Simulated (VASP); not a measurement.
# SiC (Imm2) in VASP: a series of runs, part 2 of 2

VASP 6.6.1. The steps go on from the part before.

**3. Single point, PBEsol (mode 4 frozen in at -0.036 Å and mode 5 at +0.000 Å (largest displacements))**

Contents of INCAR:

```
  ALGO = Normal
  EDIFF = 1E-6
  ENCUT = 520
  GGA = PS
  ISIF = 2
  ISMEAR = 0
  LASPH = True
  LCHARG = True
  LELF = True
  LREAL = False
  LVHAR = True
  LWAVE = False
  NBANDS = 11
  NELM = 100
  PREC = Accurate
  SIGMA = 0.05
```

Contents of KPOINTS:

```
k-points
0
Gamma
  10 10 10
```

Contents of POSCAR:

```
SiC
1.0
    0.0000000000      2.1783945700      2.1783945700
    2.1783945700      0.0000000000      2.1783945700
    2.1783945700      2.1783945700      0.0000000000
Si C
1 1
Direct
   -0.0035337897      0.0035337897      0.0035337897
    0.7582629659      0.7417370341      0.7417370341
```

Potentials or basis: VASP PAW PBE potentials, release 64 (Si, C).

The run is started by

```
cat potpaw_PBE.64/Si/POTCAR potpaw_PBE.64/C/POTCAR > POTCAR
mpirun -np 1 vasp_std > vasp.out
```

OUTCAR:

```text
EDIFF = 1E-6
   ENCUT = 520
   GGA = PS
   ISIF = 2
   ISMEAR = 0
   LASPH = True
   LREAL = False
   NELM = 100
   PREC = Accurate

 ion  position               nearest neighbor table
   1  0.996  0.004  0.004-   2 1.86   2 1.86   2 1.92   2 1.92
   2  0.758  0.742  0.742-   1 1.86   1 1.86   1 1.92   1 1.92

  LATTYP: Found a face centered cubic cell.
 ALAT       =     4.3567891400

  Lattice vectors:

 A1 = (   0.0000000000,   2.1783945700,   2.1783945700)
 A2 = (   2.1783945700,   0.0000000000,   2.1783945700)
 A3 = (   2.1783945700,   2.1783945700,   0.0000000000)

Analysis of symmetry for initial positions (statically):
=====================================================================
 Subroutine PRICEL returns:
 Original cell was already a primitive cell.

 Routine SETGRP: Setting up the symmetry group for a
 face centered cubic supercell.

 Subroutine GETGRP returns: Found  4 space group operations
 (whereof  4 operations were pure point group operations)
 out of a pool of 48 trial point group operations.

The static configuration has the point symmetry C_2v.

Analysis of symmetry for dynamics (positions and initial velocities):
=====================================================================
 Subroutine PRICEL returns:
 Original cell was already a primitive cell.

 Routine SETGRP: Setting up the symmetry group for a
 face centered cubic supercell.

 Subroutine GETGRP returns: Found  4 space group operations
 (whereof  4 operations were pure point group operations)
 out of a pool of 48 trial point group operations.

The dynamic configuration has the point symmetry C_2v.

 Subroutine INISYM returns: Found  4 space group operations
 (whereof  4 operations are pure point group operations),
 and found     1 'primitive' translations

----------------------------------------------------------------------------------------

                                     Primitive cell

  volume of cell :      20.6747

  direct lattice vectors                    reciprocal lattice vectors
     0.000000000  2.178394570  2.178394570    -0.229526830  0.229526830  0.229526830
     2.178394570  0.000000000  2.178394570     0.229526830 -0.229526830  0.229526830
     2.178394570  2.178394570  0.000000000     0.229526830  0.229526830 -0.229526830

  length of vectors
     3.080715145  3.080715145  3.080715145     0.397552131  0.397552131  0.397552131

  position of ions in fractional coordinates (direct lattice)
     0.996466210  0.003533790  0.003533790
     0.758262966  0.741737034  0.741737034

  ion indices of the primitive-cell ions
   primitive index   ion index
                 1           1
                 2           2

----------------------------------------------------------------------------------------

 KPOINTS: k-points

Automatic generation of k-mesh.
 Grid dimensions read from file:
 generate k-points for:   10   10   10

 Generating k-lattice:

  Cartesian coordinates                     Fractional coordinates (reciprocal lattice)
    -0.022952683  0.022952683  0.022952683     0.100000000  0.000000000  0.000000000
     0.022952683 -0.022952683  0.022952683     0.000000000  0.100000000  0.000000000
     0.022952683  0.022952683 -0.022952683     0.000000000  0.000000000  0.100000000

  Length of vectors
     0.039755213  0.039755213  0.039755213

  Shift w.r.t. Gamma in fractional coordinates (k-lattice)
     0.000000000  0.000000000  0.000000000

 Subroutine IBZKPT returns following result:
 ===========================================

 Found    171 irreducible k-points:

 Following reciprocal coordinates:
            Coordinates               Weight
  0.000000  0.000000  0.000000      1.000000
  0.100000  0.000000  0.000000      4.000000
  0.000000  0.100000  0.000000      4.000000
  0.200000  0.000000  0.000000      4.000000
  0.000000  0.200000  0.000000      4.000000
  0.300000  0.000000  0.000000      4.000000
[... 16 lines left out ...]
  0.000000  0.400000  0.100000      4.000000
  0.100000  0.000000  0.400000      8.000000
 [... further k-points ...]
   k-points           NKPTS =    171   k-points in BZ     NKDIM =    171   number of bands    NBANDS=     11
   number of dos      NEDOS =    301   number of ions     NIONS =      2
   total plane-waves  NPLWV =  13824
   dimension x,y,z NGX =    24 NGY =   24 NGZ =   24
   dimension x,y,z NGXF=    48 NGYF=   48 NGZF=   48
   ions per type =               1   1
   NGX,Y,Z   is equivalent  to a cutoff of  12.95, 12.95, 12.95 a.u.
   NGXF,Y,Z  is equivalent  to a cutoff of  25.90, 25.90, 25.90 a.u.
 SYSTEM =  unknown system
   PREC   = accura    normal or accurate (medium, high low for compatibility)
   ISTART =      0    job   : 0-new  1-cont  2-samecut
   ICHARG =      2    charge: 1-file 2-atom 10-const
   ISPIN  =      1    spin polarized calculation?
   LNONCOLLINEAR =      F non collinear calculations
   LSORBIT =      F    spin-orbit coupling
   LASPH  =      T    aspherical Exc in radial PAW
   ENCUT  =  520.0 eV  38.22 Ry    6.18 a.u.   5.73  5.73  5.73*2*pi/ulx,y,z
   NELM   =    100;   NELMIN=  2; NELMDL= -5     # of ELM steps
   EDIFF  = 0.1E-05   stopping-criterion for ELM
   LREAL  =      F    real-space projection
   EDIFFG = 0.1E-04   stopping-criterion for IOM
   NSW    =      0    number of steps for IOM
   IBRION =     -1    ionic relax: 0-MD 1-quasi-New 2-CG
   NFREE  =      0    steps in history (QN), initial steepest desc. (CG)
   ISIF   =      2    stress and relaxation
   ISYM   =      2    0-nonsym 1-usesym 2-fastsym
   POTIM  = 0.5000    time-step for ionic-motion
   TEBEG  =    0.0;   TEEND  =   0.0 temperature during run
   PSTRESS=    0.0 pullay stress
   NELECT =       8.0000    total number of electrons
   NUPDOWN=      -1.0000    fix difference up-down
   EMIN   =  10.00;   EMAX   =-10.00  energy-range for DOS
   EFERMI =   0.00;   METHOD = LEGACY
   ISMEAR =     0;   SIGMA  =   0.05  broadening in eV -4-tet -1-fermi 0-gaus
   EFERMI_NEDOS =   21; number of points for ismear=-14 and -15
   IALGO  =     38    algorithm
   IMIX   =      4    mixing-type and parameters
     AMIX     =   0.40;   BMIX     =  1.00
     AMIX_MAG =   1.60;   BMIX_MAG =  1.00
  volume/ion in A,a.u.               =      10.34        69.76
  Fermi-wavevector in a.u.,A,eV,Ry     =   1.192957  2.254363 19.363097  1.423147
  Thomas-Fermi vector in A             =   2.328983
   LORBIT       =      0    0 simple, 1 ext, 2 COOP (PROOUT), +10 PAW based schemes
   GGA     = PS    functional components
   LHFCALC =     F    Hartree Fock is set to
   AEXX    =    0.0000 exact exchange contribution
   IVDW    =     0    specifies the selected vdW correction
   LEPSILON=     F    determine dielectric tensor
   LRPA    =     F    only Hartree local field effects (RPA)
 non-spin polarized calculation
 Gauss-broadening in eV      SIGMA  =   0.05
  energy-cutoff  :      520.00
  volume of cell :       20.67
 maximum number of plane-waves:       568
   NGX = 11   NGY = 11   NGZ = 11

 number of electron       8.0000000 magnetization

 Free energy of the ion-electron system (eV)
  ---------------------------------------------------
  ext. energy  EPLUGINS =         0.00000000
  ---------------------------------------------------
  free energy    TOTEN  =       -15.88962840 eV

  energy without entropy =      -15.88962840  energy(sigma->0) =      -15.88962840

 E-fermi :   8.5339     XC(G=0): -11.5085

 val. band max:        8.2996491082   @ k =   0.0000   0.0000   0.0000
 cond. band min:       9.2913619987   @ k =   0.5000   0.5000   0.0000
 fundamental gap:      0.9917128905
 Fermi energy:         8.5338501079

 k-point     1 :       0.0000    0.0000    0.0000
  band No.  band energies     occupation
      1      -7.3667      2.00000
      2       7.8147      2.00000
      3       8.0710      2.00000
      4       8.2996      2.00000
      5      14.2502      0.00000
      6      15.2233      0.00000
      7      15.3111      0.00000
      8      15.4223      0.00000
      9      22.5201      0.00000
     10      22.5224      0.00000
     11      24.3292      0.00000
[... 309 lines left out ...]
 k-point    24 :       0.1000    0.0000    0.4000
  band No.  band energies     occupation
      1      -4.7205      2.00000
      2       1.1937      2.00000
      3       6.5605      2.00000
      4       6.8280      2.00000
      5      13.5729      0.00000
      6      15.1925      0.00000
      7      16.4461      0.00000
      8      18.0221      0.00000
      9      21.3375      0.00000
     10      24.2953      0.00000
     11      24.5583      0.00000

 [... further k-points ...]
[... 5 lines left out ...]
  --------------------------------------------------------------------------------------
  -------------------------------------------------------------------------------------
  Total        0.0439404      0.1080019      0.1080019      0.0000000     -0.4435612      0.0000000
  in kB        3.4051364      8.3695569      8.3695569      0.0000000    -34.3735552      0.0000000
  external PRESSURE =       6.7147500 kB  Pullay stress =       0.0000000 kB

 VOLUME and BASIS-vectors are now :
 -----------------------------------------------------------------------------
  energy-cutoff  :      520.00
  volume of cell :       20.67
      direct lattice vectors                 reciprocal lattice vectors
     0.000000000  2.178394570  2.178394570    -0.229526830  0.229526830  0.229526830
     2.178394570  0.000000000  2.178394570     0.229526830 -0.229526830  0.229526830
     2.178394570  2.178394570  0.000000000     0.229526830  0.229526830 -0.229526830

 POSITION                                       TOTAL-FORCE (eV/Angst)
 -----------------------------------------------------------------------------------
      0.01540      2.17839      2.17839        -0.983779     -0.000000     -0.000000
      3.23159      3.26759      3.26759         0.983779      0.000000      0.000000
 -----------------------------------------------------------------------------------
    total drift:                                0.000109     -0.000000     -0.000000

  FREE ENERGIE OF THE ION-ELECTRON SYSTEM (eV)
  ---------------------------------------------------
  free  energy   TOTEN  =       -15.8896284024 eV

  energy  without entropy=      -15.8896284024  energy(sigma->0) =      -15.88962840
```

stdout:

```text
POSCAR found type information on POSCAR SiC
 POSCAR found :  2 types and       2 ions
 scaLAPACK will be used
 -----------------------------------------------------------------------------
|                                                                             |
|                                                                             |
|     You enforced a specific xc type in the INCAR file but a different       |
|     I HOPE YOU KNOW WHAT YOU ARE DOING!                                     |
|                                                                             |
 -----------------------------------------------------------------------------

 LDA part: xc-table for (Slater+PW92), standard interpolation
 POSCAR, INCAR and KPOINTS ok, starting setup
 FFT: planning ... GRIDC
 FFT: planning ... GRID_SOFT
 FFT: planning ... GRID
 WAVECAR not read
 entering main loop
```

It took 10 s on 1 thread of Intel Xeon 6975P-C (Granite Rapids), shared host; peak memory 0.15 GiB.

What came out:

```
Free energy            : -15.8896 eV
Pressure               : 0.7 GPa
Largest force          : 0.984 eV/Å
Band gap on the k mesh : 0.99 eV, indirect (least direct gap 4.32 eV)
```

Forces on the atoms (eV/Å):
```
Si  -0.984  0.000  0.000
C    0.984  0.000  0.000
```

Stress tensor (GPa, compression positive):
```
 0.34  0.00  0.00
 0.00  0.84 -3.44
 0.00 -3.44  0.84
```

Levels at points of the mesh, in eV from the valence-band top:
```tsv
k point	band 2	band 3	band 4	band 5	band 6	band 7
(0.00, 0.00, 0.00)	-0.48	-0.23	0.00	5.95	6.92	7.01
(0.50, 0.00, 0.00)	-8.74	-1.51	-1.17	5.14	6.67	7.05
(0.00, 0.50, 0.00)	-8.94	-1.39	-1.09	5.13	6.77	7.15
(0.50, 0.50, 0.00)	-8.08	-3.44	-3.44	0.99	3.95	13.73
(0.00, 0.50, 0.50)	-8.06	-3.58	-3.32	1.00	3.97	13.72
```

Caveat: the cell differs from its parent crystal (mode 4 frozen in at -0.036 Å and mode 5 at +0.000 Å (largest displacements)); the PAW data sets were made with another functional, which shifts forces and pressure a little. A k mesh can miss the band edges.
